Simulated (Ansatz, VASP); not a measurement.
## MgO: VASP beside Ansatz

File POSCAR:

```
MgO
1.0
    0.0000000000      2.0975545064      2.0975545064
    2.0975545064      0.0000000000      2.0975545064
    2.0975545064      2.0975545064      0.0000000000
Mg O
1 1
Direct
    0.0000000000      0.0000000000      0.0000000000
    0.5000000000      0.5000000000      0.5000000000
```

File INCAR.step1:

```
PREC = Accurate
ENCUT = 520
ISMEAR = -1
SIGMA = 0.03
LREAL = False
LASPH = True
NELM = 60
NBANDS = 11
GGA = PE
ALGO = Normal
EDIFF = 1E-4
LWAVE = True
LCHARG = False
```

The input INCAR.step2:

```
PREC = Accurate
ENCUT = 520
EDIFF = 1E-6
ISMEAR = -1
SIGMA = 0.03
LREAL = False
LASPH = True
NELM = 60
ALGO = Normal
ISIF = 2
LWAVE = False
LCHARG = True
METAGGA = R2SCAN
LMIXTAU = True
LUSE_VDW = True
IVDW_NL = 2
BPARAM = 11.95
CPARAM = 0.0093
LELF = True
LVHAR = True
NBANDS = 11
ISTART = 1
```

The input KPOINTS:

```
regular mesh
0
Gamma
  12 12 12
```

Input for Ansatz:

```yaml
crystal:
  lattice:
    - [0.0, 2.0975545064, 2.0975545064]
    - [2.0975545064, 0.0, 2.0975545064]
    - [2.0975545064, 2.0975545064, 0.0]
  atoms:
    - { symbol: Mg, position: [0.0, 0.0, 0.0] }
    - { symbol: O, position: [0.5, 0.5, 0.5] }
kpoints:
  mp_grid: { grid: [12, 12, 12] }
  band_path:
    path:
      - [0.0, 0.0, 0.0]
      - [0.5, 0.0, 0.5]
      - [0.625, 0.25, 0.625]
      - [0.375, 0.375, 0.75]
      - [0.5, 0.5, 0.5]
      - [0.5, 0.25, 0.75]
    npoints: 1
hamiltonian:
  xc: r2scan
  dispersion: rvv10
scf:
  occupations: { method: fermi_dirac, width: 0.03 }
  n_extra_bands: 4
output:
  forces: true
  stress: true
  eigenvalues: true
  write_density: true
  write_potential: true
  elf: true
  volumetric_format: npy
```

Alike in both runs: task single point; functional r2SCAN; dispersion rVV10; k mesh 12 × 12 × 12; occupations fermi-dirac, width 0.03 eV; no spin polarisation.

|  | VASP | Ansatz |
| --- | --- | --- |
| version | VASP 6.6.1 | Ansatz 0.2.0 |
| potentials or method | VASP PAW PBE potentials, release 64 (Mg, O) | plane waves, PAW |
| plane-wave cutoff (eV) | 520 | 500 |
| valence electrons in the cell | 8 | 16 |

|  | VASP | Ansatz | Ansatz less VASP |
| --- | --- | --- | --- |
| gap on the k mesh at the Fermi level (eV) | 5.68 | 5.71 | +0.026 |
| pressure (GPa) | -1.0 | 0.0 | +1.06 |

VASP's potentials were made for PBE, not for r2SCAN. VASP's potentials hold 8 valence electrons a cell and Ansatz's 16, so a difference there can come from the potentials and not from the codes.
